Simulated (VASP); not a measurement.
# Co (P-3m1) in VASP: further runs

Runs on Co. Level: LDA. Tasks: single point.

Everything below comes from runs of VASP 6.6.1. Logs are shortened: lines on timing, memory, paths and dates and some standing lists are left out, and cuts for length are marked.

**1. The cell of the first run**

Symmetry: P-3m1, No. 164, trigonal system. Conventional cell: a = 2.471 Å, b = 2.471 Å, c = 4.036 Å, α = 90.00°, β = 90.00°, γ = 120.00°. Within 3.2 Å of Co (site symmetry 3m) lie 12 Co at 2.41 to 2.54 Å.

**2. Single point, LDA, collinear spin, ferromagnetic start**

INCAR

```
PREC = Accurate ; ENCUT = 520
EDIFF = 1E-7 ; ISMEAR = -1
SIGMA = 0.1 ; LREAL = F
LASPH = T ; NELM = 150
ALGO = Normal ; ISIF = 2
LWAVE = F ; LCHARG = F
ISPIN = 2 ; MAGMOM = 3.2 3.2
LORBIT = 11 ; LMAXMIX = 4
NBANDS = 20
```

KPOINTS

```
regular mesh
0
Gamma
  11 11 6
```

POSCAR

```
Co
1.0
    2.4706707722      0.0000000000      0.0000000000
   -1.2353348894      2.1396633765      0.0000000000
    0.0000000000      0.0000000000      4.0360187756
Co
2
Direct
    0.6666666667      0.3333333333      0.2598610000
    0.3333333333      0.6666666667      0.7401390000
```

Potentials or basis: VASP PAW LDA potentials, release 64 (Co).

On the command line:

```
> cat potpaw_LDA.64/Co/POTCAR > POTCAR
> mpirun -np 1 vasp_std > vasp.out
```

OUTCAR:

```text
PREC = Accurate
   ENCUT = 520
   EDIFF = 1E-7
   ISMEAR = -1
   LREAL = F
   LASPH = T
   NELM = 150
   ISIF = 2
   ISPIN = 2
   LORBIT = 11

 ion  position               nearest neighbor table
   1  0.667  0.333  0.260-   2 2.41   2 2.41   2 2.41   2 2.54   2 2.54   2 2.54
   2  0.333  0.667  0.740-   1 2.41   1 2.41   1 2.41   1 2.54   1 2.54   1 2.54

  LATTYP: Found a hexagonal cell.
 ALAT       =     2.4706707722
 C/A-ratio  =     1.6335720732

  Lattice vectors:

 A1 = (   2.4706707722,   0.0000000000,   0.0000000000)
 A2 = (  -1.2353348894,   2.1396633765,   0.0000000000)
 A3 = (   0.0000000000,   0.0000000000,   4.0360187756)

Analysis of symmetry for initial positions (statically):
=====================================================================
 Subroutine PRICEL returns:
 Original cell was already a primitive cell.

 Routine SETGRP: Setting up the symmetry group for a
 hexagonal supercell.

 Subroutine GETGRP returns: Found 12 space group operations
 (whereof 12 operations were pure point group operations)
 out of a pool of 24 trial point group operations.

The static configuration has the point symmetry D_3d.

Analysis of symmetry for dynamics (positions and initial velocities):
=====================================================================
 Subroutine PRICEL returns:
 Original cell was already a primitive cell.

 Routine SETGRP: Setting up the symmetry group for a
 hexagonal supercell.

 Subroutine GETGRP returns: Found 12 space group operations
 (whereof 12 operations were pure point group operations)
 out of a pool of 24 trial point group operations.

The dynamic configuration has the point symmetry D_3d.

Analysis of structural, dynamic, and magnetic symmetry:
=====================================================================
 Subroutine PRICEL returns:
 Original cell was already a primitive cell.

 Routine SETGRP: Setting up the symmetry group for a
 hexagonal supercell.

 Subroutine GETGRP returns: Found 12 space group operations
 (whereof 12 operations were pure point group operations)
 out of a pool of 24 trial point group operations.

The overall configuration has the point symmetry D_3d.

 Subroutine INISYM returns: Found 12 space group operations
 (whereof 12 operations are pure point group operations),
 and found     1 'primitive' translations

----------------------------------------------------------------------------------------

                                     Primitive cell

  volume of cell :      21.3360

  direct lattice vectors                    reciprocal lattice vectors
     2.470670772  0.000000000  0.000000000     0.404748383  0.233681524  0.000000000
    -1.235334889  2.139663377  0.000000000     0.000000000  0.467363236  0.000000000
     0.000000000  0.000000000  4.036018776     0.000000000  0.000000000  0.247768917

  length of vectors
     2.470670772  2.470670284  4.036018776     0.467363144  0.467363236  0.247768917

  position of ions in fractional coordinates (direct lattice)
     0.666666667  0.333333333  0.259861000
     0.333333333  0.666666667  0.740139000

  ion indices of the primitive-cell ions
   primitive index   ion index
                 1           1
                 2           2

----------------------------------------------------------------------------------------

 KPOINTS: regular mesh

Automatic generation of k-mesh.
 Grid dimensions read from file:
 generate k-points for:   11   11    6

 Generating k-lattice:

  Cartesian coordinates                     Fractional coordinates (reciprocal lattice)
     0.036795308  0.021243775  0.000000000     0.090909091  0.000000000  0.000000000
     0.000000000  0.042487567  0.000000000     0.000000000  0.090909091  0.000000000
     0.000000000  0.000000000  0.041294819     0.000000000  0.000000000  0.166666667

  Length of vectors
     0.042487559  0.042487567  0.041294819

  Shift w.r.t. Gamma in fractional coordinates (k-lattice)
     0.000000000  0.000000000  0.000000000

 Subroutine IBZKPT returns following result:
 ===========================================

 Found     84 irreducible k-points:

 Following reciprocal coordinates:
            Coordinates               Weight
  0.000000  0.000000  0.000000      1.000000
  0.090909 -0.000000  0.000000      6.000000
  0.181818  0.000000  0.000000      6.000000
  0.272727 -0.000000  0.000000      6.000000
  0.363636  0.000000  0.000000      6.000000
  0.454545 -0.000000  0.000000      6.000000
[... 16 lines left out ...]
  0.000000  0.272727  0.166667      6.000000
  0.363636  0.000000  0.166667      6.000000
 [... further k-points ...]
   k-points           NKPTS =     84   k-points in BZ     NKDIM =     84   number of bands    NBANDS=     20
   number of dos      NEDOS =    301   number of ions     NIONS =      2
   total plane-waves  NPLWV =   9720
   dimension x,y,z NGX =    18 NGY =   18 NGZ =   30
   dimension x,y,z NGXF=    36 NGYF=   36 NGZF=   60
   ions per type =               2
   NGX,Y,Z   is equivalent  to a cutoff of  12.11, 12.11, 12.36 a.u.
   NGXF,Y,Z  is equivalent  to a cutoff of  24.22, 24.22, 24.71 a.u.
 SYSTEM =  unknown system
   PREC   = accura    normal or accurate (medium, high low for compatibility)
   ISTART =      0    job   : 0-new  1-cont  2-samecut
   ICHARG =      2    charge: 1-file 2-atom 10-const
   ISPIN  =      2    spin polarized calculation?
   LNONCOLLINEAR =      F non collinear calculations
   LSORBIT =      F    spin-orbit coupling
   LASPH  =      T    aspherical Exc in radial PAW
   ENCUT  =  520.0 eV  38.22 Ry    6.18 a.u.   4.59  4.59  7.50*2*pi/ulx,y,z
   NELM   =    150;   NELMIN=  2; NELMDL= -5     # of ELM steps
   EDIFF  = 0.1E-06   stopping-criterion for ELM
   LREAL  =      F    real-space projection
   EDIFFG = 0.1E-05   stopping-criterion for IOM
   NSW    =      0    number of steps for IOM
   IBRION =     -1    ionic relax: 0-MD 1-quasi-New 2-CG
   NFREE  =      0    steps in history (QN), initial steepest desc. (CG)
   ISIF   =      2    stress and relaxation
   ISYM   =      2    0-nonsym 1-usesym 2-fastsym
   POTIM  = 0.5000    time-step for ionic-motion
   TEBEG  =    0.0;   TEEND  =   0.0 temperature during run
   PSTRESS=    0.0 pullay stress
   NELECT =      18.0000    total number of electrons
   NUPDOWN=      -1.0000    fix difference up-down
   EMIN   =  10.00;   EMAX   =-10.00  energy-range for DOS
   EFERMI =   0.00;   METHOD = LEGACY
   ISMEAR =    -1;   SIGMA  =   0.10  broadening in eV -4-tet -1-fermi 0-gaus
   EFERMI_NEDOS =   21; number of points for ismear=-14 and -15
   IALGO  =     38    algorithm
   IMIX   =      4    mixing-type and parameters
     AMIX     =   0.40;   BMIX     =  1.00
     AMIX_MAG =   1.60;   BMIX_MAG =  1.00
  volume/ion in A,a.u.               =      10.67        71.99
  Fermi-wavevector in a.u.,A,eV,Ry     =   1.546896  2.923210 32.557214  2.392888
  Thomas-Fermi vector in A             =   2.652067
   LORBIT       =     11    0 simple, 1 ext, 2 COOP (PROOUT), +10 PAW based schemes
   GGA     = CA    functional components
   LHFCALC =     F    Hartree Fock is set to
   AEXX    =    0.0000 exact exchange contribution
   IVDW    =     0    specifies the selected vdW correction
   LEPSILON=     F    determine dielectric tensor
   LRPA    =     F    only Hartree local field effects (RPA)
 spin polarized calculation
  energy-cutoff  :      520.00
  volume of cell :       21.34
 maximum number of plane-waves:       588
   NGX =  9   NGY =  9   NGZ = 15

 number of electron      17.9999994 magnetization       3.0530425

 Free energy of the ion-electron system (eV)
  ---------------------------------------------------
  ext. energy  EPLUGINS =         0.00000000
  ---------------------------------------------------
  free energy    TOTEN  =       -16.19431535 eV

  energy without entropy =      -16.13327846  energy(sigma->0) =      -16.16379690

 E-fermi :  10.1518     XC(G=0): -13.8328

 val. band max:       10.1482790598   @ k =   0.2727  -0.0000   0.3333
 cond. band min:      10.1677877952   @ k =   0.3636   0.0000   0.5000
 fundamental gap:      0.0195087354
 Fermi energy:        10.1517853251

 spin component 1

 k-point     1 :       0.0000    0.0000    0.0000
  band No.  band energies     occupation
      1       1.1467      1.00000
      2       4.9947      1.00000
      3       7.6173      1.00000
      4       7.6847      1.00000
      5       7.6847      1.00000
      6       7.9851      1.00000
[... 12 lines left out ...]
     19      36.5264      0.00000
     20      36.5264      0.00000

 k-point     2 :       0.0909   -0.0000    0.0000
  band No.  band energies     occupation
      1       1.4415      1.00000
      2       5.1764      1.00000
      3       7.3942      1.00000
      4       7.8248      1.00000
      5       7.8491      1.00000
      6       7.9284      1.00000
[... 12 lines left out ...]
     19      37.4342      0.00000
     20      39.1648      0.00000

 k-point     3 :       0.1818    0.0000    0.0000
  band No.  band energies     occupation
      1       2.2864      1.00000
      2       5.6048      1.00000
      3       7.0567      1.00000
      4       7.3414      1.00000
      5       7.7272      1.00000
      6       8.0802      1.00000
[... 12 lines left out ...]
     19      36.5647      0.00000
     20      38.9404      0.00000

 k-point     4 :       0.2727   -0.0000    0.0000
  band No.  band energies     occupation
      1       3.5248      1.00000
      2       5.8524      1.00000
      3       6.5041      1.00000
      4       7.0145      1.00000
      5       7.6561      1.00000
      6       7.8697      1.00000
[... 429 lines left out ...]
 k-point    23 :       0.0000    0.2727    0.1667
  band No.  band energies     occupation
      1       3.7151      1.00000
      2       5.9184      1.00000
      3       6.4886      1.00000
      4       6.9475      1.00000
      5       7.4766      1.00000
      6       7.9288      1.00000
[... 12 lines left out ...]
     19      34.5029      0.00000
     20      35.7414      0.00000

 k-point    24 :       0.3636    0.0000    0.1667
  band No.  band energies     occupation
      1       4.7718      1.00000
      2       5.6476      1.00000
      3       6.0816      1.00000
      4       7.0377      1.00000
      5       7.7802      1.00000
      6       7.8491      1.00000
[... 12 lines left out ...]
     19      33.4769      0.00000
     20      34.4183      0.00000

 [... further k-points ...]

 spin component 2

 k-point     1 :       0.0000    0.0000    0.0000
  band No.  band energies     occupation
      1       1.3211      1.00000
      2       5.8677      1.00000
      3       8.9954      0.99999
      4       9.0857      0.99998
      5       9.0857      0.99998
      6       9.4157      0.99937
[... 12 lines left out ...]
     19      36.9429      0.00000
     20      36.9429      0.00000

 k-point     2 :       0.0909   -0.0000    0.0000
  band No.  band energies     occupation
      1       1.6172      1.00000
      2       6.0690      1.00000
      3       8.7383      1.00000
      4       9.2373      0.99989
      5       9.2376      0.99989
      6       9.2781      0.99984
[... 12 lines left out ...]
     19      37.5641      0.00000
     20      39.5721      0.00000

 k-point     3 :       0.1818    0.0000    0.0000
  band No.  band energies     occupation
      1       2.4711      1.00000
      2       6.5619      1.00000
      3       8.2258      1.00000
      4       8.4658      1.00000
      5       9.0870      0.99998
      6       9.5362      0.99788
[... 12 lines left out ...]
     19      36.9403      0.00000
     20      39.2367      0.00000

 k-point     4 :       0.2727   -0.0000    0.0000
  band No.  band energies     occupation
      1       3.7566      1.00000
      2       6.9243      1.00000
      3       7.5445      1.00000
      4       8.1651      1.00000
      5       8.9719      0.99999
      6       9.3080      0.99978
[... 429 lines left out ...]
 k-point    23 :       0.0000    0.2727    0.1667
  band No.  band energies     occupation
      1       3.9681      1.00000
      2       6.9121      1.00000
      3       7.4966      1.00000
      4       8.1420      1.00000
      5       8.7721      1.00000
      6       9.3625      0.99963
[... 12 lines left out ...]
     19      34.9136      0.00000
     20      36.1602      0.00000

 k-point    24 :       0.3636    0.0000    0.1667
  band No.  band energies     occupation
      1       5.2636      1.00000
      2       6.6800      1.00000
      3       7.1361      1.00000
      4       8.1826      1.00000
      5       9.1339      0.99996
      6       9.2083      0.99992
[... 12 lines left out ...]
     19      33.9002      0.00000
     20      34.8304      0.00000

 [... further k-points ...]
[... 5 lines left out ...]
  --------------------------------------------------------------------------------------
  -------------------------------------------------------------------------------------
  Total       -1.8600339     -1.8600334     -2.1776035     -0.0000004      0.0000000     -0.0000000
  in kB     -139.6747561   -139.6747200   -163.5218848     -0.0000324      0.0000000     -0.0000000
  external PRESSURE =    -147.6237869 kB  Pullay stress =       0.0000000 kB

 VOLUME and BASIS-vectors are now :
 -----------------------------------------------------------------------------
  energy-cutoff  :      520.00
  volume of cell :       21.34
      direct lattice vectors                 reciprocal lattice vectors
     2.470670772  0.000000000  0.000000000     0.404748383  0.233681524  0.000000000
    -1.235334889  2.139663377  0.000000000     0.000000000  0.467363236  0.000000000
     0.000000000  0.000000000  4.036018776     0.000000000  0.000000000  0.247768917

 POSITION                                       TOTAL-FORCE (eV/Angst)
 -----------------------------------------------------------------------------------
      1.23534      0.71322      1.04880         0.000000     -0.000000     -0.488236
      0.00000      1.42644      2.98721        -0.000000      0.000000      0.488236
 -----------------------------------------------------------------------------------
    total drift:                                0.000000     -0.000000     -0.000000

  FREE ENERGIE OF THE ION-ELECTRON SYSTEM (eV)
  ---------------------------------------------------
  free  energy   TOTEN  =       -16.1943153473 eV

  energy  without entropy=      -16.1332784563  energy(sigma->0) =      -16.16379690

 total charge

# of ion       s       p       d       tot
------------------------------------------
    1        0.497   0.532   7.294   8.323
    2        0.497   0.532   7.294   8.323
--------------------------------------------------
tot          0.993   1.063  14.589  16.645

 magnetization (x)

# of ion       s       p       d       tot
------------------------------------------
    1       -0.013  -0.040   1.581   1.528
    2       -0.013  -0.040   1.581   1.528
--------------------------------------------------
tot         -0.026  -0.080   3.162   3.056
```

It took 35 s on 1 thread of Intel Xeon Platinum 8559C (Emerald Rapids), shared host; peak memory 0.16 GiB.

What came out:

```yaml
Free_energy: -16.1943 eV
Pressure: -14.8 GPa
Largest_force: 0.488 eV/Å
Net_moment: 3.05 μB per cell
Site_moments: Co +1.53 μB
Valence_electrons_inside_the_program's_atomic_spheres: Co 8.32
```

Forces in eV/Å, atoms in the order of the input:
```
Co   0.000  0.000 -0.488
Co   0.000  0.000  0.488
```

(Continued in part 2 of 2.)
